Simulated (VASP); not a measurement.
Write the native input for VASP 6.6.1 that does the following.

```
Task                   : single point
Functional             : PBE
Potentials or basis    : VASP PAW PBE potentials, release 64 (Re)
Cutoff                 : 520 eV
k mesh                 : 16 × 16 × 16
Occupations            : gaussian, width 0.1 eV
Spin                   : no spin polarisation
Dipole correction      : no
Further INCAR settings : ALGO = Fast; EDIFF = 1e-06; NBANDS = 10
```

The structure of Re lies in POSCAR:

```
Re
1.0
   -0.0170640000      1.8893837500      1.9757110000
    1.8809702500     -0.0052535000      1.9639005000
    1.9824062500      1.9790092500     -0.1066895000
Re
1
Direct
    0.0000000000      0.0000000000      0.0000000000
```

This cell differs from its parent crystal: the cell strained at random.

The input as run:

INCAR

```
SYSTEM = Re
  PREC = Accurate
  ENCUT = 520
  EDIFF = 1E-6
  ISMEAR = 0
  SIGMA = 0.1
  LREAL = .FALSE.
  LASPH = .TRUE.
  NELM = 100
  ALGO = Fast
  ISIF = 2
  LWAVE = .FALSE.
  LCHARG = .FALSE.
  GGA = PE
  NBANDS = 10
```

KPOINTS

```
regular mesh
0
G
  16 16 16
  0 0 0
```

Potentials or basis: VASP PAW PBE potentials, release 64 (Re).

Command:

```console
$ cat potpaw_PBE.64/Re/POTCAR > POTCAR
$ mpirun -np 1 vasp_std > vasp.out
```

Results of the run:

```json
{
  "Pressure": "-2.2 GPa",
  "Band gap on the k mesh": "zero (an odd number of electrons rules out a gap without spin polarisation)"
}
```

Caveat: the cell differs from its parent crystal (the cell strained at random); spin-orbit coupling is left out, which moves the levels of the heavy elements.

Run time: 5.8 min on 1 thread of Intel Xeon 8259CL (shared host), peak memory 0.42 GiB.
